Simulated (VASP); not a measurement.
Tl: single point with PBE

Tl:

```
Tl
1.0
     3.59028    0.00000    0.00000
    -1.79514    3.10928    0.00000
     0.00000    0.00000    5.64194
Tl
2
Direct
  0.33333 0.66667 0.25000
  0.66667 0.33333 0.75000
```

| Quantity | Value |
| --- | --- |
| Program | VASP 6.6.1 |
| Task | single point |
| Functional | PBE |
| Potentials or basis | VASP PAW PBE potentials, release 64 (Tl_d) |
| Cutoff | 520 eV |
| k mesh | 10 × 10 × 6 |
| Occupations | gaussian, width 0.6 eV |
| Spin | no spin polarisation |

| Item | Value |
| --- | --- |
| Pressure | 0.1 GPa |
| Band gap on the k mesh | zero (bands 13 and 14 overlap by 5.27 eV) |

Stress tensor (GPa, compression positive):
```
0.07 0.00 0.00
0.00 0.07 0.00
0.00 0.00 0.23
```

Levels at points of the mesh, in eV from the Fermi level:
| k point | band 11 | band 12 | band 13 | band 14 | band 15 | band 16 |
| --- | --- | --- | --- | --- | --- | --- |
| (0.00, 0.00, 0.00) | -9.47 | -5.05 | -2.45 | 7.12 | 7.12 | 9.05 |
| (0.50, 0.00, 0.00) | -5.81 | -4.68 | -0.75 | 0.60 | 1.30 | 3.52 |
| (0.00, 0.00, 0.50) | -8.14 | -8.14 | 3.21 | 3.21 | 8.04 | 8.04 |
| (0.50, 0.00, 0.50) | -4.86 | -4.86 | -2.01 | -2.01 | 5.07 | 5.07 |

It took 39 s on 1 thread of Intel(R) Xeon(R) Platinum 8259CL CPU @ 2.50GHz (Skylake/Cascade Lake) (shared host), peak memory 0.2 GiB.

Caveat: so wide a smearing shifts energies and pressures; spin-orbit coupling is left out, which moves the levels of the heavy elements.
